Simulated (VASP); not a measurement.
# Al12H in VASP: a series of runs

Al12H is run at these levels: PBE; tasks: single point.

Program: VASP 6.6.1. These are calculated values, not measurements. Logs are shortened: lines on timing, memory, paths and dates and some standing lists are left out, and cuts for length are marked.

**1. The cell of the first run**

The cell holds a slab with vacuum, 13 atoms: a = 5.714 Å, b = 5.714 Å, c = 21.601 Å, α = 90.00°, β = 90.00°, γ = 120.00°.

**2. Single point, PBE, collinear spin**

Input file INCAR:

```
ALGO = Normal
DIPOL = 0.5 0.5 0.307
EDIFF = 1E-6
ENCUT = 520
GGA = PE
IDIPOL = 3
ISIF = 2
ISMEAR = 0
ISPIN = 2
LASPH = T
LCHARG = F
LDIPOL = T
LORBIT = 11
LREAL = F
LWAVE = F
MAGMOM = 0 0 0 0 0 0 0 0 0 0 0 0 1
NBANDS = 34
NELM = 150
PREC = Accurate
SIGMA = 0.1
```

Input file KPOINTS:

```
k-points
0
Gamma
  6 6 1
```

Input file POSCAR:

```
Al12H
1.0
    5.7135165838      0.0000000000      0.0000000000
   -2.8567582919      4.9480505065      0.0000000000
    0.0000000000      0.0000000000     21.6013781936
Al H
12 1
Direct
    0.3333333333      0.1666666667      0.1851733702
    0.3333333333      0.6666666667      0.1851733702
    0.8333333333      0.1666666667      0.1851733702
    0.8333333333      0.6666666667      0.1851733702
    0.1666666667      0.3333333333      0.2916813828
    0.1666666667      0.8333333333      0.2916813828
    0.6666666667      0.3333333333      0.2916813828
    0.6666666667      0.8333333333      0.2916813828
    0.0000000000      0.0000000000      0.3981865470
    0.0000000000      0.5000000000      0.3981865470
    0.5000000000      0.0000000000      0.3981865470
    0.5000000000      0.5000000000      0.3981865470
    0.3333333333     -0.3333333333      0.4940137661
```

Potentials or basis: VASP PAW PBE potentials, release 64 (Al, H).

Run with:

```sh
> cat potpaw_PBE.64/Al/POTCAR potpaw_PBE.64/H/POTCAR > POTCAR
> mpirun -np 1 vasp_std > vasp.out
```

OUTCAR:

```text
EDIFF = 1E-6
   ENCUT = 520
   GGA = PE
   ISIF = 2
   ISMEAR = 0
   ISPIN = 2
   LASPH = T
   LORBIT = 11
   LREAL = F
   NELM = 150
   PREC = Accurate

 ion  position               nearest neighbor table
   1  0.333  0.167  0.185-   5 2.83   6 2.83   7 2.83   4 2.86   2 2.86   2 2.86   4 2.86   3 2.86
                             3 2.86
   2  0.333  0.667  0.185-   6 2.83   5 2.83   8 2.83   3 2.86   1 2.86   1 2.86   3 2.86   4 2.86
                             4 2.86
   3  0.833  0.167  0.185-   7 2.83   8 2.83   5 2.83   4 2.86   2 2.86   4 2.86   2 2.86   1 2.86
                             1 2.86
   4  0.833  0.667  0.185-   8 2.83   7 2.83   6 2.83   3 2.86   1 2.86   3 2.86   1 2.86   2 2.86
                             2 2.86
   5  0.167  0.333  0.292-   9 2.83  12 2.83  10 2.83   1 2.83   2 2.83   3 2.83   8 2.86   6 2.86
                             6 2.86   8 2.86   7 2.86   7 2.86
   6  0.167  0.833  0.292-  10 2.83  11 2.83   9 2.83   2 2.83   1 2.83   4 2.83   7 2.86   5 2.86
                             5 2.86   7 2.86   8 2.86   8 2.86
   7  0.667  0.333  0.292-  11 2.83  10 2.83  12 2.83   3 2.83   4 2.83   1 2.83   8 2.86   6 2.86
                             8 2.86   6 2.86   5 2.86   5 2.86
   8  0.667  0.833  0.292-  12 2.83   9 2.83  11 2.83   4 2.83   3 2.83   2 2.83   7 2.86   5 2.86
                             7 2.86   5 2.86   6 2.86   6 2.86
   9  0.000  0.000  0.398-   5 2.83   8 2.83   6 2.83  10 2.86  12 2.86  10 2.86  12 2.86  11 2.86
                            11 2.86
  10  0.000  0.500  0.398-   6 2.83   7 2.83   5 2.83   9 2.86  11 2.86   9 2.86  11 2.86  12 2.86
                            12 2.86
  11  0.500  0.000  0.398-   7 2.83   6 2.83   8 2.83  10 2.86  12 2.86  12 2.86  10 2.86   9 2.86
                             9 2.86
  12  0.500  0.500  0.398-   8 2.83   5 2.83   7 2.83   9 2.86  11 2.86  11 2.86   9 2.86  10 2.86
                            10 2.86
  13  0.333  0.667  0.494-

  LATTYP: Found a hexagonal cell.
 ALAT       =     5.7135165838
 C/A-ratio  =     3.7807500647

  Lattice vectors:

 A1 = (   5.7135165838,   0.0000000000,   0.0000000000)
 A2 = (  -2.8567582919,   4.9480505065,   0.0000000000)
 A3 = (   0.0000000000,   0.0000000000,  21.6013781936)

Analysis of symmetry for initial positions (statically):
=====================================================================
 Subroutine PRICEL returns:
 Original cell was already a primitive cell.

 Routine SETGRP: Setting up the symmetry group for a
 hexagonal supercell.

 Subroutine GETGRP returns: Found  6 space group operations
 (whereof  6 operations were pure point group operations)
 out of a pool of 24 trial point group operations.

The static configuration has the point symmetry C_3v.

Analysis of symmetry for dynamics (positions and initial velocities):
=====================================================================
 Subroutine PRICEL returns:
 Original cell was already a primitive cell.

 Routine SETGRP: Setting up the symmetry group for a
 hexagonal supercell.

 Subroutine GETGRP returns: Found  6 space group operations
 (whereof  6 operations were pure point group operations)
 out of a pool of 24 trial point group operations.

The dynamic configuration has the point symmetry C_3v.

Analysis of structural, dynamic, and magnetic symmetry:
=====================================================================
 Subroutine PRICEL returns:
 Original cell was already a primitive cell.

 Routine SETGRP: Setting up the symmetry group for a
 hexagonal supercell.

 Subroutine GETGRP returns: Found  6 space group operations
 (whereof  6 operations were pure point group operations)
 out of a pool of 24 trial point group operations.

The overall configuration has the point symmetry C_3v.

 Subroutine INISYM returns: Found  6 space group operations
 (whereof  6 operations are pure point group operations),
 and found     1 'primitive' translations

----------------------------------------------------------------------------------------

                                     Primitive cell

  volume of cell :     610.6876

  direct lattice vectors                    reciprocal lattice vectors
     5.713516584  0.000000000  0.000000000     0.175023558  0.101049898  0.000000000
    -2.856758292  4.948050506  0.000000000     0.000000000  0.202099796  0.000000000
     0.000000000  0.000000000 21.601378194     0.000000000  0.000000000  0.046293343

  length of vectors
     5.713516584  5.713516584 21.601378194     0.202099796  0.202099796  0.046293343

  position of ions in fractional coordinates (direct lattice)
     0.333333333  0.166666667  0.185173370
     0.333333333  0.666666667  0.185173370
     0.833333333  0.166666667  0.185173370
     0.833333333  0.666666667  0.185173370
     0.166666667  0.333333333  0.291681383
     0.166666667  0.833333333  0.291681383
     0.666666667  0.333333333  0.291681383
     0.666666667  0.833333333  0.291681383
     0.000000000  0.000000000  0.398186547
     1.000000000  0.500000000  0.398186547
     0.500000000  0.000000000  0.398186547
     0.500000000  0.500000000  0.398186547
     0.333333333  0.666666667  0.494013766

  ion indices of the primitive-cell ions
[... 58 lines left out ...]
 SYSTEM =  unknown system
   PREC   = accura    normal or accurate (medium, high low for compatibility)
   ISTART =      0    job   : 0-new  1-cont  2-samecut
   ICHARG =      2    charge: 1-file 2-atom 10-const
   ISPIN  =      2    spin polarized calculation?
   LNONCOLLINEAR =      F non collinear calculations
   LSORBIT =      F    spin-orbit coupling
   LASPH  =      T    aspherical Exc in radial PAW
   ENCUT  =  520.0 eV  38.22 Ry    6.18 a.u.  10.62 10.62 40.16*2*pi/ulx,y,z
   NELM   =    150;   NELMIN=  2; NELMDL= -5     # of ELM steps
   EDIFF  = 0.1E-05   stopping-criterion for ELM
   LREAL  =      F    real-space projection
   EDIFFG = 0.1E-04   stopping-criterion for IOM
   NSW    =      0    number of steps for IOM
   IBRION =     -1    ionic relax: 0-MD 1-quasi-New 2-CG
   NFREE  =      0    steps in history (QN), initial steepest desc. (CG)
   ISIF   =      2    stress and relaxation
   ISYM   =      2    0-nonsym 1-usesym 2-fastsym
   POTIM  = 0.5000    time-step for ionic-motion
   TEBEG  =    0.0;   TEEND  =   0.0 temperature during run
   PSTRESS=    0.0 pullay stress
   NELECT =      37.0000    total number of electrons
   NUPDOWN=      -1.0000    fix difference up-down
   EMIN   =  10.00;   EMAX   =-10.00  energy-range for DOS
   EFERMI =   0.00;   METHOD = LEGACY
   ISMEAR =     0;   SIGMA  =   0.10  broadening in eV -4-tet -1-fermi 0-gaus
   EFERMI_NEDOS =   21; number of points for ismear=-14 and -15
   IALGO  =     38    algorithm
   IMIX   =      4    mixing-type and parameters
     AMIX     =   0.40;   BMIX     =  1.00
     AMIX_MAG =   1.60;   BMIX_MAG =  1.00
  volume/ion in A,a.u.               =      46.98       317.01
  Fermi-wavevector in a.u.,A,eV,Ry     =   0.642987  1.215070  5.625093  0.413433
  Thomas-Fermi vector in A             =   1.709838
   LORBIT       =     11    0 simple, 1 ext, 2 COOP (PROOUT), +10 PAW based schemes
   GGA     = PE    functional components
   LHFCALC =     F    Hartree Fock is set to
   AEXX    =    0.0000 exact exchange contribution
   IVDW    =     0    specifies the selected vdW correction
   LEPSILON=     F    determine dielectric tensor
   LRPA    =     F    only Hartree local field effects (RPA)
 spin polarized calculation
 Gauss-broadening in eV      SIGMA  =   0.10
  energy-cutoff  :      520.00
  volume of cell :      610.69
 maximum number of plane-waves:     16489
   NGX = 21   NGY = 21   NGZ = 81

 dipolmoment           0.000000      0.000000     -0.070403 electrons x Angstroem

 number of electron      37.0000000 magnetization       0.0000937

 dipolmoment           0.000000      0.000000      0.155952 electrons x Angstroem

 Free energy of the ion-electron system (eV)
  ---------------------------------------------------
  ext. energy  EPLUGINS =         0.00000000
  ---------------------------------------------------
  free energy    TOTEN  =       -44.10892435 eV

  energy without entropy =      -44.08412834  energy(sigma->0) =      -44.09652635

 E-fermi :  -0.3332     XC(G=0):  -4.2433

 val. band max:       -0.3800430658   @ k =   0.0000   0.0000   0.0000
 cond. band min:      -0.3007175333   @ k =   0.5000   0.0000   0.0000
 fundamental gap:      0.0793255325
 Fermi energy:        -0.3332254532

 spin component 1

 k-point     1 :       0.0000    0.0000    0.0000
  band No.  band energies     occupation
      1     -10.9591      1.00000
      2      -9.2469      1.00000
      3      -6.5761      1.00000
      4      -5.1097      1.00000
      5      -5.0783      1.00000
      6      -5.0783      1.00000
[... 220 lines left out ...]
     29       2.9843      0.00000
     30       2.9930      0.00000
 Fermi energy:        -0.3332254532

 spin component 2

 k-point     1 :       0.0000    0.0000    0.0000
  band No.  band energies     occupation
      1     -10.9591      1.00000
      2      -9.2469      1.00000
      3      -6.5761      1.00000
      4      -5.1097      1.00000
      5      -5.0783      1.00000
      6      -5.0783      1.00000
[... 220 lines left out ...]
     29       2.9844      0.00000
     30       2.9930      0.00000
 [bands above 30 left out]

------------------------ aborting loop because EDIFF is reached ----------------------------------------

 vacuum level on the upper side and lower side of the slab       (xc-potential included)         0.488        -0.485

  FORCE on cell =-STRESS in cart. coord.  units (eV):
  Direction    XX          YY          ZZ          XY          YZ          ZX
  --------------------------------------------------------------------------------------
  -------------------------------------------------------------------------------------
  Total       -4.0312584     -4.0312584     -1.3262330      0.0000000      0.0000000      0.0000000
  in kB      -10.5762606    -10.5762606     -3.4794558      0.0000000      0.0000000      0.0000000
  external PRESSURE =      -8.2106590 kB  Pullay stress =       0.0000000 kB

 VOLUME and BASIS-vectors are now :
 -----------------------------------------------------------------------------
  energy-cutoff  :      520.00
  volume of cell :      610.69
      direct lattice vectors                 reciprocal lattice vectors
     5.713516584  0.000000000  0.000000000     0.175023558  0.101049898  0.000000000
    -2.856758292  4.948050506  0.000000000     0.000000000  0.202099796  0.000000000
     0.000000000  0.000000000 21.601378194     0.000000000  0.000000000  0.046293343

 POSITION                                       TOTAL-FORCE (eV/Angst)
 -----------------------------------------------------------------------------------
      1.42838      0.82468      4.00000        -0.069415     -0.040077     -0.137538
     -0.00000      3.29870      4.00000         0.000000     -0.000000      0.040903
      4.28514      0.82468      4.00000         0.069415     -0.040077     -0.137538
      2.85676      3.29870      4.00000         0.000000      0.080154     -0.137538
      0.00000      1.64935      6.30072         0.000000     -0.006586      0.068060
     -1.42838      4.12338      6.30072        -0.005703      0.003293      0.068060
      2.85676      1.64935      6.30072         0.000000     -0.000000     -0.122878
      1.42838      4.12338      6.30072         0.005703      0.003293      0.068060
      0.00000      0.00000      8.60138         0.000000     -0.000000      0.043179
     -1.42838      2.47403      8.60138         0.012967      0.007487      0.538825
      2.85676      0.00000      8.60138         0.000000     -0.014973      0.538825
      1.42838      2.47403      8.60138        -0.012967      0.007487      0.538825
     -0.00000      3.29870     10.67138         0.000000      0.000000     -1.369245
 -----------------------------------------------------------------------------------
    total drift:                               -0.000000     -0.000000     -0.000076

  FREE ENERGIE OF THE ION-ELECTRON SYSTEM (eV)
  ---------------------------------------------------
  free  energy   TOTEN  =       -44.1089243518 eV

  energy  without entropy=      -44.0841283394  energy(sigma->0) =      -44.09652635

 vacuum level on the upper side and lower side of the slab         4.637         3.638

 total charge

# of ion       s       p       d       tot
------------------------------------------
    1        0.452   0.313   0.000   0.765
    2        0.452   0.305   0.000   0.758
    3        0.452   0.313   0.000   0.765
    4        0.452   0.313   0.000   0.765
    5        0.434   0.341   0.000   0.775
    6        0.434   0.341   0.000   0.775
    7        0.434   0.349   0.000   0.783
    8        0.434   0.341   0.000   0.775
    9        0.450   0.315   0.000   0.765
   10        0.447   0.301   0.000   0.748
   11        0.447   0.301   0.000   0.748
   12        0.447   0.301   0.000   0.748
   13        0.412   0.002   0.000   0.414
--------------------------------------------------
tot          5.748   3.836   0.000   9.584

 magnetization (x)

# of ion       s       p       d       tot
------------------------------------------
    1       -0.000   0.000   0.000  -0.000
    2       -0.000   0.000   0.000  -0.000
    3       -0.000   0.000   0.000  -0.000
    4       -0.000   0.000   0.000  -0.000
    5       -0.000   0.000   0.000  -0.000
    6       -0.000   0.000   0.000  -0.000
    7        0.000   0.000   0.000   0.000
    8       -0.000   0.000   0.000  -0.000
    9        0.000  -0.000   0.000   0.000
   10        0.000   0.000   0.000   0.000
   11        0.000   0.000   0.000   0.000
   12        0.000   0.000   0.000   0.000
   13        0.000   0.000   0.000   0.000
--------------------------------------------------
tot          0.000   0.000   0.000   0.000
```

Run time: 23 min. Hardware: 1 thread of Intel Xeon 8259CL, shared host; peak memory 0.91 GiB.

Results:

| Property | Result |
| --- | --- |
| Free energy | -44.1089 eV |
| Largest force | 1.369 eV/Å |
| Net moment | 0.00 μB per cell |
| Valence electrons inside the program's atomic spheres | Al 0.77, 0.76, 0.78, 0.75 (each value once); H 0.41 |

Forces in eV/Å, atoms in the order of the input:
```
Al  -0.069 -0.040 -0.138
Al   0.000  0.000  0.041
Al   0.069 -0.040 -0.138
Al   0.000  0.080 -0.138
Al   0.000 -0.007  0.068
Al  -0.006  0.003  0.068
Al   0.000  0.000 -0.123
Al   0.006  0.003  0.068
Al   0.000  0.000  0.043
Al   0.013  0.007  0.539
Al   0.000 -0.015  0.539
Al  -0.013  0.007  0.539
H    0.000  0.000 -1.369
```

Levels at points of the mesh, in eV from the Fermi level:
Spin up:
```
           k point  band 14  band 15  band 16  band 17  band 18  band 19  band 20  band 21  band 22  band 23
(0.00, 0.00, 0.00)    -2.83    -2.76    -2.76    -1.25    -0.40    -0.40    -0.19    -0.18    -0.18    -0.05
(0.50, 0.00, 0.00)    -1.63    -0.61    -0.54    -0.40    -0.26     0.03     0.91     0.96     1.30     1.41
```
Spin down:
```tsv
k point	band 14	band 15	band 16	band 17	band 18	band 19	band 20	band 21	band 22	band 23
(0.00, 0.00, 0.00)	-2.83	-2.76	-2.76	-1.25	-0.40	-0.40	-0.19	-0.18	-0.18	-0.05
(0.50, 0.00, 0.00)	-1.63	-0.61	-0.54	-0.40	-0.26	0.03	0.91	0.96	1.30	1.41
```

**3. Single point, PBE, collinear spin**

Input file INCAR:

```
SYSTEM = Al12H
ALGO = Normal
DIPOL = 0.5 0.5 0.304
EDIFF = 1E-6
ENCUT = 520
GGA = PE
IDIPOL = 3
ISIF = 2
ISMEAR = 0
ISPIN = 2
LASPH = .True.
LCHARG = .False.
LDIPOL = .True.
LORBIT = 11
LREAL = .False.
LWAVE = .False.
MAGMOM = 0 0 0 0 0 0 0 0 0 0 0 0 1
NBANDS = 34
NELM = 150
PREC = Accurate
SIGMA = 0.1
```

Input file KPOINTS:

```
k-points
0
Gamma
  6 6 1
  0 0 0
```

Edit POSCAR of step 2 so:

```diff
@@ -20,2 +20,2 @@
     0.5000000000      0.5000000000      0.3981865470
-    0.3333333333     -0.3333333333      0.4940137661
+    0.1666666667     -0.1666666667      0.4528126912
```

Potentials or basis: VASP PAW PBE potentials, release 64 (Al, H).

Run with:

```sh
> cat potpaw_PBE.64/Al/POTCAR potpaw_PBE.64/H/POTCAR > POTCAR
> mpirun -np 1 vasp_std > vasp.out
```

Run time: 8.7 min. Hardware: 1 thread of Intel Xeon 6975P-C (Granite Rapids), shared host; peak memory 0.89 GiB.

Results (log left out):

* Free energy: -45.0365 eV
* Largest force: 0.438 eV/Å
* Net moment: 0.00 μB per cell
* Valence electrons inside the program's atomic spheres: Al 0.77, 0.76, 0.78, 0.75 (each value once); H 0.50

Forces in eV/Å, atoms in the order of the input:
```
Al   0.000  0.130 -0.045
Al   0.113 -0.065 -0.045
Al   0.000  0.000 -0.121
Al  -0.113 -0.065 -0.045
Al  -0.036 -0.021 -0.078
Al   0.000  0.000  0.290
Al   0.036 -0.021 -0.078
Al   0.000  0.041 -0.078
Al   0.055 -0.032  0.242
Al   0.000  0.064  0.242
Al  -0.055 -0.032  0.242
Al   0.000  0.000 -0.084
H    0.000  0.000 -0.438
```

Levels at points of the mesh, in eV from the Fermi level:
Spin up:
| k point | band 15 | band 16 | band 17 | band 18 | band 19 | band 20 | band 21 | band 22 |
| --- | --- | --- | --- | --- | --- | --- | --- | --- |
| (0.00, 0.00, 0.00) | -2.79 | -2.72 | -1.48 | -0.48 | -0.48 | -0.35 | -0.14 | -0.14 |
| (0.50, 0.00, 0.00) | -0.50 | -0.49 | -0.26 | -0.22 | 0.24 | 0.87 | 0.95 | 1.30 |
Spin down:
```
           k point  band 15  band 16  band 17  band 18  band 19  band 20  band 21  band 22
(0.00, 0.00, 0.00)    -2.79    -2.72    -1.48    -0.48    -0.48    -0.35    -0.14    -0.14
(0.50, 0.00, 0.00)    -0.50    -0.49    -0.26    -0.22     0.24     0.87     0.95     1.30
```

**4. Single point, PBE, collinear spin**

Input file INCAR:

```
PREC = Accurate
ENCUT = 520
EDIFF = 1E-6
ISMEAR = 0
SIGMA = 0.1
LREAL = F
LASPH = T
NELM = 150
ALGO = Normal
ISIF = 2
LWAVE = F
LCHARG = F
ISPIN = 2
MAGMOM = 0 0 0 0 0 0 0 0 0 0 0 0 1
LORBIT = 11
LDIPOL = T
IDIPOL = 3
DIPOL = 0.5 0.5 0.307
GGA = PE
NBANDS = 34
```

Input file KPOINTS:

```
Automatic mesh
0
Gamma
  6 6 1
```

Edit POSCAR of step 3 so:

```diff
@@ -20,2 +20,2 @@
     0.5000000000      0.5000000000      0.3981865470
-    0.1666666667     -0.1666666667      0.4528126912
+    0.1666666667     -0.1666666667      0.4940137661
```

Run with:

```sh
> cat potpaw_PBE.64/Al/POTCAR potpaw_PBE.64/H/POTCAR > POTCAR
> mpirun -np 1 vasp_std > vasp.out
```

Wall time 8.1 min (1 thread of Intel Xeon 6975P-C (Granite Rapids), shared host); peak memory 0.89 GiB.

Results (log left out):

- Free energy: -44.0766 eV
- Largest force: 1.317 eV/Å
- Net moment: 0.00 μB per cell
- Valence electrons inside the program's atomic spheres: Al 0.76, 0.78, 0.77, 0.75 (each value once); H 0.41

Forces in eV/Å, atoms in the order of the input:
```
Al   0.000  0.192 -0.062
Al   0.166 -0.096 -0.062
Al   0.000  0.000 -0.132
Al  -0.166 -0.096 -0.062
Al  -0.071 -0.041 -0.106
Al   0.000  0.000  0.279
Al   0.071 -0.041 -0.106
Al   0.000  0.082 -0.106
Al   0.178 -0.103  0.569
Al   0.000  0.206  0.569
Al  -0.178 -0.103  0.569
Al   0.000  0.000 -0.033
H    0.000  0.000 -1.317
```

Levels at points of the mesh, in eV from the Fermi level:
Spin up:
| k point | band 15 | band 16 | band 17 | band 18 | band 19 | band 20 | band 21 | band 22 | band 23 | band 24 |
| --- | --- | --- | --- | --- | --- | --- | --- | --- | --- | --- |
| (0.00, 0.00, 0.00) | -2.76 | -2.74 | -1.21 | -0.40 | -0.40 | -0.36 | -0.14 | -0.14 | 0.11 | 1.37 |
| (0.50, 0.00, 0.00) | -0.54 | -0.53 | -0.26 | -0.25 | -0.11 | 0.92 | 0.93 | 1.33 | 1.46 | 1.64 |
Spin down:
```
           k point  band 15  band 16  band 17  band 18  band 19  band 20  band 21  band 22  band 23  band 24
(0.00, 0.00, 0.00)    -2.76    -2.74    -1.21    -0.40    -0.40    -0.36    -0.14    -0.14     0.11     1.37
(0.50, 0.00, 0.00)    -0.54    -0.53    -0.26    -0.25    -0.11     0.92     0.93     1.33     1.46     1.64
```

**5. Overview**

| cell | gap on the mesh (eV) | moment (μB) | largest force (eV/Å) |
| --- | --- | --- | --- |
| as given, atomic positions A | none | 0.00 | 1.37 |
| as given, atomic positions B | none | 0.00 | 0.44 |
| as given, atomic positions C | none | 0.00 | 1.32 |

Alike in all rows: task single point; level PBE; potentials or basis VASP PAW PBE potentials, release 64 (Al, H); spin collinear; k mesh 6 × 6 × 1; cutoff (eV) 520; smearing gaussian 0.1 eV.

Total energies depend on the potentials used, so only differences within one code and one set of settings carry meaning.
